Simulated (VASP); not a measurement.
A run of VASP 6.6.1 is set up as follows.

INCAR

```
SYSTEM = SnS7
PREC = Accurate
ENCUT = 600
EDIFF = 1E-6
ISMEAR = 0
SIGMA = 0.1
LREAL = .FALSE.
LASPH = .TRUE.
NELM = 100
ALGO = Normal
ISIF = 3
LWAVE = .FALSE.
LCHARG = .FALSE.
GGA = PE
IBRION = 2
NSW = 100
EDIFFG = -0.01
```

KPOINTS

```
regular mesh
0
G
  8 8 8
  0 0 0
```

Contents of POSCAR:

```
SnS7
1.0
    0.0000000000      4.1421788868      4.1421788868
    4.1421788868      0.0000000000      4.1421788868
    4.1421788868      4.1421788868      0.0000000000
Sn S
1 7
Direct
    0.0000000000      0.0000000000      0.0000000000
    0.5000000000      0.5000000000      0.5000000000
    0.0000000000      0.5000000000      0.0000000000
    0.5000000000      0.0000000000      0.0000000000
    0.0000000000      0.5000000000      0.5000000000
    0.5000000000      0.0000000000      0.5000000000
    0.0000000000      0.0000000000      0.5000000000
    0.5000000000      0.5000000000      0.0000000000
```

Potentials or basis: VASP PAW PBE potentials, release 64 (Sn_d, S).

The run is started by

```console
$ cat potpaw_PBE.64/Sn_d/POTCAR potpaw_PBE.64/S/POTCAR > POTCAR
$ mpirun -np 1 vasp_std > vasp.out
```

**Question.** Estimate the band gap on the k mesh.

**Answer.** Zero (bands 28 and 29 overlap by 1.78 eV).

**Question.** What does it give for the relaxed volume?

**Answer.** 17.69 Å³/atom.

Final structure:
```yaml
crystal:
  lattice:
    - [0.00000, 4.13651, 4.13651]
    - [4.13651, 0.00000, 4.13651]
    - [4.13651, 4.13651, 0.00000]
  atoms:
    - { symbol: Sn, position: [0.00000, 0.00000, 0.00000] }
    - { symbol: S, position: [0.50000, 0.50000, 0.50000] }
    - { symbol: S, position: [0.00000, 0.50000, 0.00000] }
    - { symbol: S, position: [0.50000, 0.00000, 0.00000] }
    - { symbol: S, position: [0.00000, 0.50000, 0.50000] }
    - { symbol: S, position: [0.50000, 0.00000, 0.50000] }
    - { symbol: S, position: [0.00000, 0.00000, 0.50000] }
    - { symbol: S, position: [0.50000, 0.50000, 0.00000] }
```

Caveat: spin-orbit coupling is left out, which moves the levels of the heavy elements.
